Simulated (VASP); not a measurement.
A run of VASP 6.6.1:

The input INCAR:

```
PREC = Accurate ; ENCUT = 520
EDIFF = 1E-6 ; ISMEAR = 0
SIGMA = 0.1 ; LREAL = False
LASPH = True ; NELM = 60
ALGO = Normal ; ISIF = 2
LWAVE = False ; LCHARG = True
GGA = CA ; LELF = True
LVHAR = True ; NBANDS = 17
```

File KPOINTS:

```
Automatic mesh
0
Gamma
  18 18 10
```

File POSCAR:

```
Pt
1.0
    2.7079582014      0.0000000000      0.0000000000
   -1.3539791007      2.3451605948      0.0000000000
    0.0000000000      0.0000000000      4.6781625695
Pt
2
Direct
    0.6666666667      0.3333333333      0.7500000000
    0.3333333333      0.6666666667      0.2500000000
```

Potentials or basis: VASP PAW LDA potentials, release 64 (Pt).

Command:

```bash
$ cat potpaw_LDA.64/Pt/POTCAR > POTCAR
$ mpirun -np 1 vasp_std > vasp.out
```

Hardware: 1 thread of Intel(R) Xeon(R) Platinum 8375C CPU @ 2.90GHz (Ice Lake), with other jobs on the host.

**Question.** Estimate the wall time of this run.

**Answer.** It took 86 s on 1 thread of Intel(R) Xeon(R) Platinum 8375C CPU @ 2.90GHz (Ice Lake), on a shared host, peak memory 0.2 GiB. Counts: scf iterations 11, k points 222.
